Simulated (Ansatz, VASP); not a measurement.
**Sn3Te: VASP beside Ansatz**

INCAR

```
SYSTEM = Sn3Te
ALGO = Normal
EDIFF = 1E-7
EDIFFG = -0.04
ENCUT = 600
GGA = PE
IBRION = 2
ISIF = 3
ISMEAR = 0
LASPH = .True.
LCHARG = .False.
LREAL = .False.
LWAVE = .False.
NELM = 100
NSW = 90
PREC = Accurate
SIGMA = 0.1
```

KPOINTS

```
k-points
0
Gamma
  4 4 4
  0 0 0
```

POSCAR

```
Sn3Te
1.0
    4.4409959600      0.0000000000      0.0000000000
    0.0000000000      4.4409959600      0.0000000000
    0.0000000000      0.0000000000      7.2579952100
Sn Te
3 1
Direct
    0.0000000000      0.0000000000      0.0000000000
    0.0000000000      0.5000000000      0.5899003000
    0.5000000000      0.0000000000      0.4100997000
    0.5000000000      0.5000000000      0.0000000000
```

Input for Ansatz:

```yaml
crystal:
  lattice:
    - [4.44099596, 0.0, 0.0]
    - [0.0, 4.44099596, 0.0]
    - [0.0, 0.0, 7.25799521]
  atoms:
    - { symbol: Sn, position: [0.0, 0.0, 0.0] }
    - { symbol: Sn, position: [0.0, 0.5, 0.5899003] }
    - { symbol: Sn, position: [0.5, 0.0, 0.4100997] }
    - { symbol: Te, position: [0.5, 0.5, 0.0] }
basis:
  ecutwfc: 420
kpoints:
  mp_grid: { grid: [4, 4, 4] }
hamiltonian:
  xc: pbe
scf:
  occupations: { method: gaussian, width: 0.1 }
  lower_state_search: "off"
output:
  forces: true
  stress: true
  eigenvalues: true
relax:
  adjacent_minimum: "off"
  f_tol: 0.04
  max_steps: 70
  cell: { stress_tol: 0.4 }
```

Alike in both runs: task relaxation of cell and atoms; functional PBE; k mesh 4 × 4 × 4; occupations gaussian, width 0.1 eV; no spin polarisation.

|  | VASP | Ansatz |
| --- | --- | --- |
| version | VASP 6.6.1 | Ansatz 0.2.0 |
| potentials or method | VASP PAW PBE potentials, release 64 (Sn_d, Te), cutoff 600 eV | scalar-relativistic, plane waves, PAW |
| valence electrons in the cell | 48 | 58 |

```tsv
	VASP	Ansatz	Ansatz less VASP
gap on the k mesh at the Fermi level, each at its own relaxed structure (eV)	none	none	-
relaxed volume (Å³/atom)	29.20	29.18	-0.025
relaxed cell length with the largest relative difference (Å)	5.785	5.770	-0.0150
```

A gap of «none» marks a metal or a gap that the smearing closes. VASP's potentials hold 48 valence electrons a cell and Ansatz's 58, so a difference there can come from the potentials and not from the codes.

Neither program's run includes spin-orbit coupling. Noted on VASP's run: the volume moved by over 15 % at a fixed basis, so the end points are rough.
